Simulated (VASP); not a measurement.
# AlN (scanv) (Fm-3m) in VASP: further runs

Runs on AlN (scanv). Level: r2SCAN+rVV10. Tasks: single point, relaxation of cell and atoms.

Everything below comes from runs of VASP 6.6.1. Logs are shortened: lines on timing, memory, paths and dates and some standing lists are left out, and cuts for length are marked.

## 1. The cell of the first run

Symmetry: Fm-3m, No. 225, cubic system. Conventional cell: a = 4.032 Å, b = 4.032 Å, c = 4.032 Å, α = 90.00°, β = 90.00°, γ = 90.00°. Al (site symmetry m-3m) has 6 N at 2.02 Å within 2.7 Å. Within 2.7 Å of N (site symmetry m-3m) lie 6 Al at 2.02 Å.

## 2. Single point, r2SCAN+rVV10

Input file POSCAR:

```
AlN
1.0
    0.0000000000      2.0160281017      2.0160281017
    2.0160281017      0.0000000000      2.0160281017
    2.0160281017      2.0160281017      0.0000000000
Al N
1 1
Direct
    0.5000000000      0.5000000000      0.5000000000
    0.0000000000      0.0000000000      0.0000000000
```

Input file INCAR.step1:

```
PREC     = Accurate       # precision mode
ENCUT    = 660            # plane-wave cutoff, eV
ISMEAR   = 0              # smearing method
SIGMA    = 0.02           # smearing width, eV
LREAL    = False          # projectors in reciprocal space
LASPH    = True           # aspherical terms in the spheres
NELM     = 120            # most SCF steps
NBANDS   = 11             # bands
GGA      = PE             # functional
ALGO     = Normal         # electronic algorithm
EDIFF    = 1E-5           # SCF threshold, eV
LWAVE    = True           # write WAVECAR
LCHARG   = False          # write CHGCAR
GGA_COMPAT= False
```

Input file INCAR.step2:

```
PREC     = Accurate       # precision mode
ENCUT    = 660            # plane-wave cutoff, eV
EDIFF    = 1E-6           # SCF threshold, eV
ISMEAR   = 0              # smearing method
SIGMA    = 0.02           # smearing width, eV
LREAL    = False          # projectors in reciprocal space
LASPH    = True           # aspherical terms in the spheres
NELM     = 120            # most SCF steps
ALGO     = Normal         # electronic algorithm
ISIF     = 2              # what is computed and relaxed
LWAVE    = False          # write WAVECAR
LCHARG   = False          # write CHGCAR
METAGGA  = R2SCAN         # meta-GGA
LMIXTAU  = True         
LUSE_VDW = True         
IVDW_NL  = 2            
BPARAM   = 11.95        
CPARAM   = 0.0093       
NBANDS   = 11             # bands
ISTART   = 1            
GGA_COMPAT= False
```

Input file KPOINTS:

```
Automatic mesh
0
Gamma
  10 10 10
```

Potentials or basis: VASP PAW PBE potentials, release 64 (Al, N).

Started as:

```bash
cat potpaw_PBE.64/Al/POTCAR potpaw_PBE.64/N/POTCAR > POTCAR
cp INCAR.step1 INCAR
mpirun -np 1 vasp_std > vasp.out
cp INCAR.step2 INCAR
mpirun -np 1 vasp_std > vasp.out
```

OUTCAR:

```text
PREC = Accurate
   ENCUT = 660
   EDIFF = 1E-6
   ISMEAR = 0
   LREAL = False
   LASPH = True
   NELM = 120
   ISIF = 2
   METAGGA = R2SCAN
   IVDW_NL = 2
   BPARAM = 11.95
   ISTART = 1

 ion  position               nearest neighbor table
   1  0.500  0.500  0.500-   2 2.02   2 2.02   2 2.02   2 2.02   2 2.02   2 2.02
   2  0.000  0.000  0.000-   1 2.02   1 2.02   1 2.02   1 2.02   1 2.02   1 2.02

  LATTYP: Found a face centered cubic cell.
 ALAT       =     4.0320562034

  Lattice vectors:

 A1 = (   0.0000000000,   2.0160281017,   2.0160281017)
 A2 = (   2.0160281017,   0.0000000000,   2.0160281017)
 A3 = (   2.0160281017,   2.0160281017,   0.0000000000)

Analysis of symmetry for initial positions (statically):
=====================================================================
 Subroutine PRICEL returns:
 Original cell was already a primitive cell.

 Routine SETGRP: Setting up the symmetry group for a
 face centered cubic supercell.

 Subroutine GETGRP returns: Found 48 space group operations
 (whereof 48 operations were pure point group operations)
 out of a pool of 48 trial point group operations.

The static configuration has the point symmetry O_h .

Analysis of symmetry for dynamics (positions and initial velocities):
=====================================================================
 Subroutine PRICEL returns:
 Original cell was already a primitive cell.

 Routine SETGRP: Setting up the symmetry group for a
 face centered cubic supercell.

 Subroutine GETGRP returns: Found 48 space group operations
 (whereof 48 operations were pure point group operations)
 out of a pool of 48 trial point group operations.

The dynamic configuration has the point symmetry O_h .

 Subroutine INISYM returns: Found 48 space group operations
 (whereof 48 operations are pure point group operations),
 and found     1 'primitive' translations

----------------------------------------------------------------------------------------

                                     Primitive cell

  volume of cell :      16.3878

  direct lattice vectors                    reciprocal lattice vectors
     0.000000000  2.016028102  2.016028102    -0.248012416  0.248012416  0.248012416
     2.016028102  0.000000000  2.016028102     0.248012416 -0.248012416  0.248012416
     2.016028102  2.016028102  0.000000000     0.248012416  0.248012416 -0.248012416

  length of vectors
     2.851094284  2.851094284  2.851094284     0.429570105  0.429570105  0.429570105

  position of ions in fractional coordinates (direct lattice)
     0.500000000  0.500000000  0.500000000
     0.000000000  0.000000000  0.000000000

  ion indices of the primitive-cell ions
   primitive index   ion index
                 1           1
                 2           2

----------------------------------------------------------------------------------------

 KPOINTS: Automatic mesh

Automatic generation of k-mesh.
 Grid dimensions read from file:
 generate k-points for:   10   10   10

 Generating k-lattice:

  Cartesian coordinates                     Fractional coordinates (reciprocal lattice)
    -0.024801242  0.024801242  0.024801242     0.100000000  0.000000000  0.000000000
     0.024801242 -0.024801242  0.024801242     0.000000000  0.100000000  0.000000000
     0.024801242  0.024801242 -0.024801242     0.000000000  0.000000000  0.100000000

  Length of vectors
     0.042957011  0.042957011  0.042957011

  Shift w.r.t. Gamma in fractional coordinates (k-lattice)
     0.000000000  0.000000000  0.000000000

 Subroutine IBZKPT returns following result:
 ===========================================

 Found     47 irreducible k-points:

 Following reciprocal coordinates:
            Coordinates               Weight
  0.000000  0.000000  0.000000      1.000000
  0.100000  0.000000  0.000000      8.000000
  0.200000  0.000000  0.000000      8.000000
  0.300000  0.000000  0.000000      8.000000
  0.400000  0.000000  0.000000      8.000000
  0.500000  0.000000  0.000000      4.000000
[... 16 lines left out ...]
  0.300000  0.300000  0.000000      6.000000
  0.400000  0.300000  0.000000     24.000000
 [... further k-points ...]
   k-points           NKPTS =     47   k-points in BZ     NKDIM =     47   number of bands    NBANDS=     11
   number of dos      NEDOS =    301   number of ions     NIONS =      2
   total plane-waves  NPLWV =  13824
   dimension x,y,z NGX =    24 NGY =   24 NGZ =   24
   dimension x,y,z NGXF=    48 NGYF=   48 NGZF=   48
   ions per type =               1   1
   NGX,Y,Z   is equivalent  to a cutoff of  13.99, 13.99, 13.99 a.u.
   NGXF,Y,Z  is equivalent  to a cutoff of  27.99, 27.99, 27.99 a.u.
 SYSTEM =  unknown system
   PREC   = accura    normal or accurate (medium, high low for compatibility)
   ISTART =      1    job   : 0-new  1-cont  2-samecut
   ICHARG =      0    charge: 1-file 2-atom 10-const
   ISPIN  =      1    spin polarized calculation?
   LNONCOLLINEAR =      F non collinear calculations
   LSORBIT =      F    spin-orbit coupling
   LASPH  =      T    aspherical Exc in radial PAW
   ENCUT  =  660.0 eV  48.51 Ry    6.96 a.u.   5.97  5.97  5.97*2*pi/ulx,y,z
   NELM   =    120;   NELMIN=  2; NELMDL=  0     # of ELM steps
   EDIFF  = 0.1E-05   stopping-criterion for ELM
   LREAL  =      F    real-space projection
   EDIFFG = 0.1E-04   stopping-criterion for IOM
   NSW    =      0    number of steps for IOM
   IBRION =     -1    ionic relax: 0-MD 1-quasi-New 2-CG
   NFREE  =      0    steps in history (QN), initial steepest desc. (CG)
   ISIF   =      2    stress and relaxation
   ISYM   =      2    0-nonsym 1-usesym 2-fastsym
   POTIM  = 0.5000    time-step for ionic-motion
   TEBEG  =    0.0;   TEEND  =   0.0 temperature during run
   PSTRESS=    0.0 pullay stress
   NELECT =       8.0000    total number of electrons
   NUPDOWN=      -1.0000    fix difference up-down
   EMIN   =  10.00;   EMAX   =-10.00  energy-range for DOS
   EFERMI =   0.00;   METHOD = LEGACY
   ISMEAR =     0;   SIGMA  =   0.02  broadening in eV -4-tet -1-fermi 0-gaus
   EFERMI_NEDOS =   21; number of points for ismear=-14 and -15
   IALGO  =     38    algorithm
   IMIX   =      4    mixing-type and parameters
     AMIX     =   0.40;   BMIX     =  1.00
     AMIX_MAG =   1.60;   BMIX_MAG =  1.00
  volume/ion in A,a.u.               =       8.19        55.30
  Fermi-wavevector in a.u.,A,eV,Ry     =   1.289036  2.435924 22.607614  1.661613
  Thomas-Fermi vector in A             =   2.420953
   LORBIT       =      0    0 simple, 1 ext, 2 COOP (PROOUT), +10 PAW based schemes
   METAGGA = R2SCAN    functional components
   LHFCALC =     F    Hartree Fock is set to
   AEXX    =    0.0000 exact exchange contribution
   IVDW_NL    =     2    kernel type
   BPARAM     =11.9500
   IVDW    =     0    specifies the selected vdW correction
   LEPSILON=     F    determine dielectric tensor
   LRPA    =     F    only Hartree local field effects (RPA)
 non-spin polarized calculation
 Gauss-broadening in eV      SIGMA  =   0.02
  energy-cutoff  :      660.00
  volume of cell :       16.39
 maximum number of plane-waves:       642
   NGX = 11   NGY = 11   NGZ = 11

 number of electron       7.9999999 magnetization

 Free energy of the ion-electron system (eV)
  ---------------------------------------------------
  ext. energy  EPLUGINS =         0.00000000
  ---------------------------------------------------
  free energy    TOTEN  =       -18.75145442 eV

  energy without entropy =      -18.75145442  energy(sigma->0) =      -18.75145442

 E-fermi :   9.9729     XC(G=0): -12.9444

 val. band max:        9.8769006747   @ k =   0.0000   0.0000   0.0000
 cond. band min:      15.4255672123   @ k =   0.5000   0.5000   0.0000
 fundamental gap:      5.5486665377
 Fermi energy:         9.9729011178

 k-point     1 :       0.0000    0.0000    0.0000
  band No.  band energies     occupation
      1      -8.6110      2.00000
      2       9.8769      2.00000
      3       9.8769      2.00000
      4       9.8769      2.00000
      5      16.4989      0.00000
      6      22.7908      0.00000
      7      22.7908      0.00000
      8      22.7908      0.00000
      9      28.5046      0.00000
     10      28.5046      0.00000
     11      28.5829      0.00000

 k-point     2 :       0.1000    0.0000    0.0000
  band No.  band energies     occupation
      1      -8.4005      2.00000
      2       8.8429      2.00000
      3       9.7439      2.00000
      4       9.7439      2.00000
      5      17.1266      0.00000
      6      21.9667      0.00000
      7      23.1193      0.00000
      8      23.1193      0.00000
      9      27.1516      0.00000
     10      27.1516      0.00000
     11      29.6994      0.00000

 k-point     3 :       0.2000    0.0000    0.0000
  band No.  band energies     occupation
      1      -7.7897      2.00000
      2       6.6308      2.00000
      3       9.4208      2.00000
      4       9.4208      2.00000
      5      17.7337      0.00000
      6      21.6246      0.00000
      7      23.4019      0.00000
      8      23.4019      0.00000
      9      26.5472      0.00000
     10      26.5472      0.00000
     11      29.0629      0.00000

 k-point     4 :       0.3000    0.0000    0.0000
  band No.  band energies     occupation
      1      -6.8604      2.00000
      2       4.2225      2.00000
      3       9.0623      2.00000
      4       9.0623      2.00000
      5      17.3934      0.00000
      6      22.7312      0.00000
      7      22.7312      0.00000
      8      22.7891      0.00000
      9      28.0911      0.00000
     10      28.0911      0.00000
     11      28.1762      0.00000

 k-point     5 :       0.4000    0.0000    0.0000
  band No.  band energies     occupation
      1      -5.8445      2.00000
      2       2.2205      2.00000
      3       8.7983      2.00000
      4       8.7983      2.00000
      5      16.9684      0.00000
      6      22.0706      0.00000
      7      22.0707      0.00000
      8      24.1052      0.00000
      9      27.5823      0.00000
     10      30.4833      0.00000
     11      30.4833      0.00000
[... 211 lines left out ...]
 k-point    21 :      -0.3000    0.2000    0.0000
  band No.  band energies     occupation
      1      -5.6278      2.00000
      2       3.3267      2.00000
      3       6.0919      2.00000
      4       8.6583      2.00000
      5      19.0017      0.00000
      6      20.8081      0.00000
      7      22.4917      0.00000
      8      23.2893      0.00000
      9      27.9262      0.00000
     10      30.5214      0.00000
     11      32.3123      0.00000

 k-point    22 :      -0.2000    0.2000    0.0000
  band No.  band energies     occupation
      1      -6.5601      2.00000
      2       4.7669      2.00000
      3       6.8436      2.00000
      4       9.1186      2.00000
      5      19.4997      0.00000
      6      20.7975      0.00000
      7      21.8441      0.00000
      8      23.5103      0.00000
      9      25.8012      0.00000
     10      30.3191      0.00000
     11      32.0925      0.00000

 k-point    23 :       0.3000    0.3000    0.0000
  band No.  band energies     occupation
      1      -6.3129      2.00000
      2       4.8742      2.00000
      3       7.7634      2.00000
      4       7.7634      2.00000
      5      17.2595      0.00000
      6      17.7409      0.00000
      7      22.8322      0.00000
      8      26.8081      0.00000
      9      26.8081      0.00000
     10      31.3697      0.00000
     11      35.6274      0.00000

 k-point    24 :       0.4000    0.3000    0.0000
  band No.  band energies     occupation
      1      -5.5544      2.00000
      2       3.8098      2.00000
      3       6.9768      2.00000
      4       7.4914      2.00000
      5      16.8770      0.00000
      6      17.6107      0.00000
      7      23.3031      0.00000
      8      26.7806      0.00000
      9      27.6671      0.00000
     10      32.8411      0.00000
     11      36.3106      0.00000

 [... further k-points ...]

------------------------ aborting loop because EDIFF is reached ----------------------------------------

  FORCE on cell =-STRESS in cart. coord.  units (eV):
  Direction    XX          YY          ZZ          XY          YZ          ZX
  --------------------------------------------------------------------------------------
  -------------------------------------------------------------------------------------
  Total       -0.0401235     -0.0401235     -0.0401235      0.0000000      0.0000000     -0.0000000
  in kB       -3.9227427     -3.9227427     -3.9227427      0.0000000      0.0000000     -0.0000000
  external PRESSURE =      -3.9227427 kB  Pullay stress =       0.0000000 kB

 VOLUME and BASIS-vectors are now :
 -----------------------------------------------------------------------------
  energy-cutoff  :      660.00
  volume of cell :       16.39
      direct lattice vectors                 reciprocal lattice vectors
     0.000000000  2.016028102  2.016028102    -0.248012416  0.248012416  0.248012416
     2.016028102  0.000000000  2.016028102     0.248012416 -0.248012416  0.248012416
     2.016028102  2.016028102  0.000000000     0.248012416  0.248012416 -0.248012416

 POSITION                                       TOTAL-FORCE (eV/Angst)
 -----------------------------------------------------------------------------------
      2.01603      2.01603      2.01603        -0.000000      0.000000     -0.000000
      0.00000      0.00000      0.00000         0.000000     -0.000000      0.000000
 -----------------------------------------------------------------------------------
    total drift:                                0.000000     -0.000000     -0.000000

  FREE ENERGIE OF THE ION-ELECTRON SYSTEM (eV)
  ---------------------------------------------------
  free  energy   TOTEN  =       -18.7514544182 eV

  energy  without entropy=      -18.7514544182  energy(sigma->0) =      -18.75145442
```

Run time: 37 s. Hardware: 1 thread of Intel Xeon Platinum 8488C (Sapphire Rapids), shared host; peak memory 0.21 GiB.

What came out:

```yaml
Free_energy: -18.7515 eV
Pressure: -0.4 GPa
Band_gap_on_the_k_mesh: 5.55 eV, indirect (least direct gap 6.62 eV)
```

Levels at points of the mesh, in eV from the valence-band top:
```
           k point  band 1  band 2  band 3  band 4  band 5  band 6  band 7  band 8
(0.00, 0.00, 0.00)  -18.49    0.00    0.00    0.00    6.62   12.91   12.91   12.91
(0.50, 0.00, 0.00)  -15.21   -8.51   -1.17   -1.17    6.94   11.95   11.95   14.75
(0.50, 0.50, 0.00)  -14.22   -7.62   -2.92   -2.92    5.55    5.93   15.46   18.82
```

Caveat: the PAW data sets were made with another functional, which shifts forces and pressure a little. A k mesh can miss the band edges.

## 3. Relaxation of cell and atoms, r2SCAN+rVV10

This run uses another cell than the first one, of 8.42 Å³/atom, 1.028 times its volume.

Input file POSCAR:

```
AlN
1.0
    0.0000000000      2.0345180000      2.0345180000
    2.0345180000      0.0000000000      2.0345180000
    2.0345180000      2.0345180000      0.0000000000
Al N
1 1
Direct
    0.5000000000      0.5000000000      0.5000000000
    0.0000000000      0.0000000000      0.0000000000
```

Input file INCAR.step1:

```
ALGO = Normal ; EDIFF = 1E-5
EDIFFG = -0.005 ; ENCUT = 660
GGA = PE ; GGA_COMPAT = False
IBRION = 2 ; ISIF = 3
ISMEAR = 0 ; LASPH = True
LCHARG = False ; LREAL = False
LWAVE = True ; NELM = 120
NELMIN = 4 ; NSW = 100
PREC = Accurate ; SIGMA = 0.02
```

Input file INCAR.step2:

```
ALGO = Normal ; BPARAM = 11.95
CPARAM = 0.0093 ; EDIFF = 1E-7
EDIFFG = -0.002 ; ENCUT = 660
GGA_COMPAT = False ; IBRION = 2
ISIF = 3 ; ISMEAR = 0
ISTART = 1 ; IVDW_NL = 2
LASPH = True ; LCHARG = False
LMIXTAU = True ; LREAL = False
LUSE_VDW = True ; LWAVE = False
METAGGA = R2SCAN ; NELM = 120
NELMIN = 4 ; NSW = 100
PREC = Accurate ; SIGMA = 0.02
```

Input file KPOINTS:

```
k-points
0
Gamma
  10 10 10
```

Potentials or basis: VASP PAW PBE potentials, release 64 (Al, N).

Started as:

```bash
cat potpaw_PBE.64/Al/POTCAR potpaw_PBE.64/N/POTCAR > POTCAR
cp INCAR.step1 INCAR
mpirun -np 1 vasp_std > vasp.out
cp INCAR.step2 INCAR
mpirun -np 1 vasp_std > vasp.out
```

Run time: 5 min. Hardware: 1 thread of Intel Xeon Platinum 8488C (Sapphire Rapids), shared host; peak memory 0.21 GiB.

It converged, with:

```
Free energy                            : -18.7519 eV
Relaxed volume                         : 8.18 Å³/atom
Relaxed cell                           : a = 2.850 Å, b = 2.850 Å, c = 2.850 Å, α = 60.00°, β = 60.00°, γ = 60.00°
Space group after relaxing (to 0.05 Å) : Fm-3m (No. 225)
Energy gained by relaxing              : 6.0 meV/atom
Ionic steps                            : 16
Pressure after relaxing                : 0.0 GPa
Band gap on the k mesh                 : 5.56 eV, indirect (least direct gap 6.64 eV)
```

Step by step:
```tsv
step	energy change (eV)	largest force (eV/Å)	pressure (GPa)	volume (Å³)
1	0.0000	0.0000	-7.64	16.84
2	0.0010	0.0000	8.91	15.88
3	-0.0119	0.0000	0.07	16.36
4	-0.0119	0.0000	-0.10	16.37
5	-0.0119	0.0000	-0.09	16.37
6	-0.0119	0.0000	-0.09	16.37
7	-0.0119	0.0000	-0.09	16.37
8	-0.0119	0.0000	-0.09	16.37
9	-0.0119	0.0000	-0.09	16.37
10	-0.0119	0.0000	-0.09	16.37
11	-0.0119	0.0000	-0.09	16.37
12	-0.0119	0.0000	-0.08	16.37
13	-0.0119	0.0000	-0.08	16.37
14	-0.0119	0.0000	-0.07	16.37
15	-0.0119	0.0000	-0.04	16.37
16	-0.0119	0.0000	0.00	16.37
```

Final structure:
```cif
data_structure
_symmetry_space_group_name_H-M 'P 1'
_symmetry_Int_Tables_number 1
_cell_length_a 2.8498
_cell_length_b 2.8498
_cell_length_c 2.8498
_cell_angle_alpha 60.000
_cell_angle_beta 60.000
_cell_angle_gamma 60.000
_cell_volume 16.37
loop_
_atom_site_label
_atom_site_type_symbol
_atom_site_fract_x
_atom_site_fract_y
_atom_site_fract_z
_atom_site_occupancy
Al1 Al 0.50000 0.50000 0.50000 1
N1 N 0.00000 0.00000 0.00000 1
```

Levels at points of the mesh, in eV from the valence-band top:
```tsv
k point	band 2	band 3	band 4	band 5	band 6	band 7
(0.00, 0.00, 0.00)	0.00	0.00	0.00	6.64	12.92	12.92
(0.50, 0.00, 0.00)	-8.52	-1.18	-1.18	6.95	11.97	11.97
(0.50, 0.50, 0.00)	-7.63	-2.93	-2.93	5.56	5.93	15.48
```

Caveat: the PAW data sets were made with another functional, which shifts forces and pressure a little. A k mesh can miss the band edges.
